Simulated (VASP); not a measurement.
# NbP in VASP: further runs, part 2 of 2

VASP 6.6.1. The steps go on from the part before.

## (6) Single point, PBEsol (atoms moved at random)

Contents of INCAR:

```
PREC = Accurate ; ENCUT = 520
EDIFF = 1E-6 ; ISMEAR = -1
SIGMA = 0.05 ; LREAL = F
LASPH = T ; NELM = 60
ALGO = Normal ; ISIF = 2
LWAVE = F ; LCHARG = F
GGA = PS ; NBANDS = 26
```

Contents of KPOINTS:

```
regular mesh
0
Gamma
  11 11 11
```

Contents of POSCAR:

```
NbP
1.0
   -1.6749232544      1.6749232544      5.7401081759
    1.6749232544     -1.6749232544      5.7401081759
    1.6749232544      1.6749232544     -5.7401081759
Nb P
2 2
Direct
    0.2535610000      0.7355820000      0.4782830000
    0.4981910000      0.4931210000     -0.0114830000
    0.8469440000      0.3140820000      0.4953790000
    0.0665200000      0.0782870000     -0.0100490000
```

Potentials or basis: VASP PAW PBE potentials, release 64 (Nb_sv, P).

Started as:

```bash
cat potpaw_PBE.64/Nb_sv/POTCAR potpaw_PBE.64/P/POTCAR > POTCAR
mpirun -np 1 vasp_std > vasp.out
```

OUTCAR:

```text
PREC = Accurate
   ENCUT = 520
   EDIFF = 1E-6
   ISMEAR = -1
   LREAL = F
   LASPH = T
   NELM = 60
   ISIF = 2
   GGA = PS

 ion  position               nearest neighbor table
   1  0.254  0.736  0.478-   3 2.49   3 2.50   3 2.56   3 2.57   4 2.60   4 2.69
   2  0.498  0.493  0.989-   4 2.49   4 2.52   3 2.52   4 2.53   4 2.56   3 2.60
   3  0.847  0.314  0.495-   1 2.49   1 2.50   2 2.52   1 2.56   1 2.57   2 2.60
   4  0.067  0.078  0.990-   2 2.49   2 2.52   2 2.53   2 2.56   1 2.60   1 2.69

  LATTYP: Found a body centered tetragonal cell.
 ALAT       =     3.3498465088
 C/A-ratio  =     3.4270872775

  Lattice vectors:

 A1 = (  -1.6749232544,   1.6749232544,   5.7401081759)
 A2 = (   1.6749232544,  -1.6749232544,   5.7401081759)
 A3 = (   1.6749232544,   1.6749232544,  -5.7401081759)

Analysis of symmetry for initial positions (statically):
=====================================================================
 Subroutine PRICEL returns:
 Original cell was already a primitive cell.

 Routine SETGRP: Setting up the symmetry group for a
 body centered tetragonal supercell.

 Subroutine GETGRP returns: Found  1 space group operations
 (whereof  1 operations were pure point group operations)
 out of a pool of 16 trial point group operations.

The static configuration has the point symmetry C_1 .

Analysis of symmetry for dynamics (positions and initial velocities):
=====================================================================
 Subroutine PRICEL returns:
 Original cell was already a primitive cell.

 Routine SETGRP: Setting up the symmetry group for a
 body centered tetragonal supercell.

 Subroutine GETGRP returns: Found  1 space group operations
 (whereof  1 operations were pure point group operations)
 out of a pool of 16 trial point group operations.

The dynamic configuration has the point symmetry C_1 .

[... 118 lines left out ...]
   EFERMI_NEDOS =   21; number of points for ismear=-14 and -15
   IALGO  =     38    algorithm
   IMIX   =      4    mixing-type and parameters
     AMIX     =   0.40;   BMIX     =  1.00
     AMIX_MAG =   1.60;   BMIX_MAG =  1.00
  volume/ion in A,a.u.               =      16.10       108.67
  Fermi-wavevector in a.u.,A,eV,Ry     =   1.348504  2.548304 24.741706  1.818464
  Thomas-Fermi vector in A             =   2.476168
   LORBIT       =      0    0 simple, 1 ext, 2 COOP (PROOUT), +10 PAW based schemes
   GGA     = PS    functional components
   LHFCALC =     F    Hartree Fock is set to
   AEXX    =    0.0000 exact exchange contribution
   IVDW    =     0    specifies the selected vdW correction
   LEPSILON=     F    determine dielectric tensor
   LRPA    =     F    only Hartree local field effects (RPA)
 non-spin polarized calculation
  energy-cutoff  :      520.00
  volume of cell :       64.41
 maximum number of plane-waves:      1751
 NGX is ok and might be reduce to    48
   NGX = 23   NGY = 23   NGZ = 23

 number of electron      36.0000000 magnetization

 Free energy of the ion-electron system (eV)
  ---------------------------------------------------
  ext. energy  EPLUGINS =         0.00000000
  ---------------------------------------------------
  free energy    TOTEN  =       -37.68157824 eV

  energy without entropy =      -37.67678069  energy(sigma->0) =      -37.67917946

 E-fermi :  10.4499     XC(G=0): -12.0967

 val. band max:       10.4473697295   @ k =  -0.4545  -0.0909   0.0909
 cond. band min:      10.4548730747   @ k =   0.4545  -0.0909   0.0909
 fundamental gap:      0.0075033452
 Fermi energy:        10.4499129944

 k-point     1 :       0.0000    0.0000    0.0000
  band No.  band energies     occupation
      1     -44.3822      2.00000
      2     -44.3214      2.00000
      3     -20.6551      2.00000
      4     -20.4724      2.00000
      5     -20.4470      2.00000
      6     -20.3542      2.00000
[... 685 lines left out ...]
     25      14.2776      0.00000
     26      15.0260      0.00000

 [... further k-points ...]

------------------------ aborting loop because EDIFF is reached ----------------------------------------

  FORCE on cell =-STRESS in cart. coord.  units (eV):
  Direction    XX          YY          ZZ          XY          YZ          ZX
  --------------------------------------------------------------------------------------
  -------------------------------------------------------------------------------------
  Total       -2.2109655     -1.7374555     -3.2540190     -0.0140135      0.0856513      0.0354464
  in kB      -54.9949311    -43.2169755    -80.9395476     -0.3485673      2.1304671      0.8816840
  external PRESSURE =     -59.7171514 kB  Pullay stress =       0.0000000 kB

 VOLUME and BASIS-vectors are now :
 -----------------------------------------------------------------------------
  energy-cutoff  :      520.00
  volume of cell :       64.41
      direct lattice vectors                 reciprocal lattice vectors
    -1.674923254  1.674923254  5.740108176     0.000000000  0.298521140  0.087106372
     1.674923254 -1.674923254  5.740108176     0.298521140  0.000000000  0.087106372
     1.674923254  1.674923254 -5.740108176     0.298521140  0.298521140  0.000000000

 POSITION                                       TOTAL-FORCE (eV/Angst)
 -----------------------------------------------------------------------------------
      1.60844     -0.00626      2.93239         0.279877      0.383722     -1.086533
      1.64720      1.66418      0.01604         0.126159     -0.028131     -0.283461
     -0.06278      1.72222      3.82089         0.050087     -0.679870      0.260822
      1.67780      1.63838     -4.85122        -0.456123      0.324279      1.109171
 -----------------------------------------------------------------------------------
    total drift:                                0.000069      0.000107      0.000280

  FREE ENERGIE OF THE ION-ELECTRON SYSTEM (eV)
  ---------------------------------------------------
  free  energy   TOTEN  =       -37.6815782408 eV

  energy  without entropy=      -37.6767806859  energy(sigma->0) =      -37.67917946
```

OSZICAR:

```text
N       E                     dE             d eps       ncg     rms          rms(c)
DAV:   1     0.344781401513E+03    0.34478E+03   -0.19010E+04 34648   0.138E+03
DAV:   2    -0.104845645171E+02   -0.35527E+03   -0.34529E+03 41044   0.504E+02
DAV:   3    -0.384201560426E+02   -0.27936E+02   -0.27447E+02 64184   0.106E+02
DAV:   4    -0.400381823022E+02   -0.16180E+01   -0.16097E+01 51728   0.207E+01
DAV:   5    -0.401080221745E+02   -0.69840E-01   -0.69777E-01 61280   0.474E+00    0.129E+01
DAV:   6    -0.377048367784E+02    0.24032E+01   -0.83468E+00 53268   0.200E+01    0.457E+00
DAV:   7    -0.376967069538E+02    0.81298E-02   -0.72427E-01 54198   0.505E+00    0.291E+00
DAV:   8    -0.376952608241E+02    0.14461E-02   -0.23705E-01 55060   0.358E+00    0.119E+00
DAV:   9    -0.376814797140E+02    0.13781E-01   -0.11769E-01 51750   0.224E+00    0.386E-01
DAV:  10    -0.376813887497E+02    0.90964E-04   -0.80113E-03 50648   0.706E-01    0.236E-01
DAV:  11    -0.376816095688E+02   -0.22082E-03   -0.16496E-03 48430   0.363E-01    0.636E-02
DAV:  12    -0.376815792284E+02    0.30340E-04   -0.20404E-04 50774   0.125E-01    0.225E-02
DAV:  13    -0.376815780636E+02    0.11648E-05   -0.17105E-05 59448   0.312E-02    0.622E-03
DAV:  14    -0.376815782408E+02   -0.17726E-06   -0.63715E-07 24142   0.743E-03
   1 F= -.37681578E+02 E0= -.37679179E+02  d E =-.479755E-02
```

stdout:

```text
POSCAR found type information on POSCAR NbP
 POSCAR found :  2 types and       4 ions
 scaLAPACK will be used
 -----------------------------------------------------------------------------
|                                                                             |
|                                                                             |
|     You enforced a specific xc type in the INCAR file but a different       |
|     I HOPE YOU KNOW WHAT YOU ARE DOING!                                     |
|                                                                             |
 -----------------------------------------------------------------------------

 LDA part: xc-table for (Slater+PW92), standard interpolation
 POSCAR, INCAR and KPOINTS ok, starting setup
 FFT: planning ... GRIDC
 FFT: planning ... GRID_SOFT
 FFT: planning ... GRID
 WAVECAR not read
 entering main loop
```

It took 1.9 h on 1 thread of Intel Xeon 8259CL, shared host; peak memory 1 GiB.

What came out:

* Free energy: -37.6816 eV
* Pressure: -6.0 GPa
* Largest force: 1.242 eV/Å
* Band gap on the k mesh: 0.01 eV (least direct gap 0.10 eV)

Forces on the atoms (eV/Å):
```
Nb   0.280  0.384 -1.087
Nb   0.126 -0.028 -0.283
P    0.050 -0.680  0.261
P   -0.456  0.324  1.109
```

Levels at points of the mesh, in eV from the valence-band top:
```tsv
k point	band 16	band 17	band 18	band 19	band 20	band 21
(0.00, 0.00, 0.00)	-1.76	-1.35	-1.23	0.76	1.47	2.80
```

Caveat: the cell differs from its parent crystal (atoms moved at random); the cell stands under tension; the smearing spreads over this small gap; the PAW data sets were made with another functional, which shifts forces and pressure a little.

## (7) Relaxation of cell and atoms, PBEsol+U

This run uses another cell than the first one, of 16.10 Å³/atom.

Contents of INCAR:

```
PREC = Accurate ; ENCUT = 600
EDIFF = 1E-6 ; ISMEAR = -1
SIGMA = 0.05 ; LREAL = F
LASPH = T ; NELM = 150
ALGO = Normal ; ISIF = 3
LWAVE = F ; LCHARG = F
LMAXMIX = 4 ; LDAU = T
LDAUTYPE = 2 ; LDAUL = 2 -1
LDAUU = 4 0 ; LDAUJ = 0 0
LDAUPRINT = 1 ; GGA = PS
IBRION = 2 ; NSW = 60
EDIFFG = -0.01
```

Contents of KPOINTS:

```
Automatic mesh
0
Gamma
  11 11 11
```

Contents of POSCAR:

```
NbP
1.0
   -1.6749232544      1.6749232544      5.7401081759
    1.6749232544     -1.6749232544      5.7401081759
    1.6749232544      1.6749232544     -5.7401081759
Nb P
2 2
Direct
    0.2498808000      0.7498808000      0.5000000000
    0.4998808000      0.4998808000      0.0000000000
    0.8327477700      0.3327477700      0.5000000000
    0.0827477700      0.0827477700      0.0000000000
```

Potentials or basis: VASP PAW PBE potentials, release 64 (Nb_sv, P).

Started as:

```bash
cat potpaw_PBE.64/Nb_sv/POTCAR potpaw_PBE.64/P/POTCAR > POTCAR
mpirun -np 1 vasp_std > vasp.out
```

OUTCAR:

```text
PREC = Accurate
   ENCUT = 600
   EDIFF = 1E-6
   ISMEAR = -1
   LREAL = F
   LASPH = T
   NELM = 150
   ISIF = 3
   GGA = PS
   IBRION = 2
   NSW = 60
   EDIFFG = -0.01

 ion  position               nearest neighbor table
   1  0.250  0.750  0.500-   4 2.55   4 2.55   3 2.55   3 2.55   3 2.55   3 2.55
   2  0.500  0.500  0.000-   3 2.55   3 2.55   4 2.55   4 2.55   4 2.55   4 2.55
   3  0.833  0.333  0.500-   2 2.55   2 2.55   1 2.55   1 2.55   1 2.55   1 2.55
   4  0.083  0.083  0.000-   1 2.55   1 2.55   2 2.55   2 2.55   2 2.55   2 2.55

  LATTYP: Found a body centered tetragonal cell.
 ALAT       =     3.3498465088
 C/A-ratio  =     3.4270872775

  Lattice vectors:

 A1 = (  -1.6749232544,   1.6749232544,   5.7401081759)
 A2 = (   1.6749232544,  -1.6749232544,   5.7401081759)
 A3 = (   1.6749232544,   1.6749232544,  -5.7401081759)

Analysis of symmetry for initial positions (statically):
[... 447 lines left out ...]

  energy without entropy =      -30.66392097  energy(sigma->0) =      -30.66620184

 E-fermi :  10.9362     XC(G=0): -12.1342

 val. band max:       10.9307485880   @ k =  -0.0909  -0.4545   0.0909
 cond. band min:      10.9452422703   @ k =  -0.1818  -0.4545   0.1818
 fundamental gap:      0.0144936823
 Fermi energy:        10.9361658164

 k-point     1 :       0.0000    0.0000    0.0000
  band No.  band energies     occupation
      1     -44.8650      2.00000
      2     -44.8275      2.00000
      3     -21.0972      2.00000
      4     -20.9183      2.00000
      5     -20.9183      2.00000
      6     -20.7714      2.00000
[... 589 lines left out ...]
     21      13.0609      0.00000
     22      14.0099      0.00000

 [... further k-points ...]

------------------------ aborting loop because EDIFF is reached ----------------------------------------

  FORCE on cell =-STRESS in cart. coord.  units (eV):
  Direction    XX          YY          ZZ          XY          YZ          ZX
  --------------------------------------------------------------------------------------
  -------------------------------------------------------------------------------------
  Total       -0.0017625     -0.0017625     -0.0068857      0.0000000      0.0000000      0.0000000
  in kB       -0.0439818     -0.0439818     -0.1718242      0.0000000      0.0000000      0.0000000
  external PRESSURE =      -0.0865959 kB  Pullay stress =       0.0000000 kB
[... 19 lines left out ...]
  FREE ENERGIE OF THE ION-ELECTRON SYSTEM (eV)
  ---------------------------------------------------
  free  energy   TOTEN  =       -30.6684827008 eV

  energy  without entropy=      -30.6639209702  energy(sigma->0) =      -30.66620184

 reached required accuracy - stopping structural energy minimisation
```

CONTCAR:

```text
NbP
   1.00000000000000
    -1.6756638378196524    1.6756638378196524    5.7165978696330768
     1.6756638378196524   -1.6756638378196524    5.7165978696330768
     1.6756638378196524    1.6756638378196524   -5.7165978696330768
  Nb              P
     2     2
Direct
     0.2500193285006027    0.7500193285006027    0.5000000000000000
     0.5000193285006026    0.5000193285006026    1.0000000000000000
     0.8326092414993944    0.3326092414993945    0.5000000000000000
     0.0826092414993945    0.0826092414993945    1.0000000000000000

  0.00000000E+00  0.00000000E+00  0.00000000E+00
  0.00000000E+00  0.00000000E+00  0.00000000E+00
  0.00000000E+00  0.00000000E+00  0.00000000E+00
  0.00000000E+00  0.00000000E+00  0.00000000E+00
```

Wall time 56 min (1 thread of Oxide Virtual Turin-like, shared host); peak memory 0.45 GiB.

What came out:

```yaml
Free_energy: -30.6685 eV
Relaxed_volume: 16.05 Å³/atom
Relaxed_cell: a = 6.188 Å, b = 6.188 Å, c = 6.188 Å, α = 148.58°, β = 148.58°, γ = 45.03°
Space_group_after_relaxing_to_0.1_Å: I4_1md (No. 109)
Energy_gained_by_relaxing: 0.2 meV/atom
Ionic_steps: 6
Pressure_after_relaxing: 0.0 GPa
Band_gap_on_the_k_mesh: zero (bands 18 and 19 overlap by 0.01 eV)
```

Step by step:
| step | energy change (eV) | largest force (eV/Å) | pressure (GPa) | volume (Å³) |
| --- | --- | --- | --- | --- |
| 1 | 0.0000 | 0.0052 | -0.55 | 64.41 |
| 2 | 0.0002 | 0.0245 | 0.96 | 63.90 |
| 3 | -0.0005 | 0.0137 | 0.15 | 64.18 |
| 4 | -0.0008 | 0.0169 | 0.02 | 64.21 |
| 5 | -0.0008 | 0.0167 | 0.00 | 64.21 |
| 6 | -0.0008 | 0.0009 | -0.01 | 64.21 |

Final structure:
```
Nb P
1.0
    -1.67566    1.67566    5.71660
     1.67566   -1.67566    5.71660
     1.67566    1.67566   -5.71660
Nb P
2 2
Direct
  0.25002 0.75002 0.50000
  0.50002 0.50002 0.00000
  0.83261 0.33261 0.50000
  0.08261 0.08261 0.00000
```

Eigenvalues of the final occupation matrices:
```tsv
site	spin	trace	eigenvalues
site 1 d	1	1.08	0.20 0.21 0.22 0.22 0.23
site 1 d	2	1.08	0.20 0.21 0.22 0.22 0.23
site 2 d	1	1.08	0.20 0.21 0.22 0.22 0.23
site 2 d	2	1.08	0.20 0.21 0.22 0.22 0.23
```

Caveat: the PAW data sets were made with another functional, which shifts forces and pressure a little; U without spin polarisation on a metal has little footing; the U is typed as a test and isn't derived for this compound.

## (8) Summary

| task | level | U | cell | cutoff (eV) | gap on the mesh (eV) | pressure (GPa) | largest force (eV/Å) |
| --- | --- | --- | --- | --- | --- | --- | --- |
| single point | PBE | - | a = 6.126 Å, angles 148.7, 148.7, 44.8°, 4 atoms, atomic positions A | 520 | none | 6.7 | 0.03 |
| single point | PBE | - | a = 6.168 Å, angles 148.7, 148.7, 44.8°, 4 atoms, atomic positions A | 520 | none | 2.4 | 0.02 |
| single point | PBE | - | a = 6.291 Å, angles 148.7, 148.7, 44.8°, 4 atoms, atomic positions A | 520 | none | -8.1 | - |
| single point | PBE | - | a = 6.331 Å, angles 148.7, 148.7, 44.8°, 4 atoms, atomic positions A | 520 | none | -10.9 | - |
| single point | PBEsol | - | a = 6.210 Å, angles 148.7, 148.7, 44.8°, 4 atoms, atomic positions B | 520 | 0.01 | -6.0 | 1.24 |
| relaxation of cell and atoms | PBEsol+U | Nb d U = 4.0 eV | relaxed from a = 6.210 Å, angles 148.7, 148.7, 44.8°, 4 atoms, atomic positions A | 600 | none | 0.0 | - |

Alike in all rows: potentials or basis VASP PAW PBE potentials, release 64 (Nb_sv, P); no spin polarisation; k mesh 11 × 11 × 11; smearing fermi-dirac 0.05 eV.

Caveats: the cell stands under tension (at least some runs); the PAW data sets were made with another functional, which shifts forces and pressure a little (at least some runs); the cell stands under pressure (at least some runs); the smearing spreads over this small gap (at least some runs); U without spin polarisation on a metal has little footing (at least some runs); the U is typed as a test and isn't derived for this compound (at least some runs).

Total energies depend on the potentials used, so only differences within one code and one set of settings carry meaning.

The gap in the log of VASP goes by the Fermi energy; the results here count the filled bands.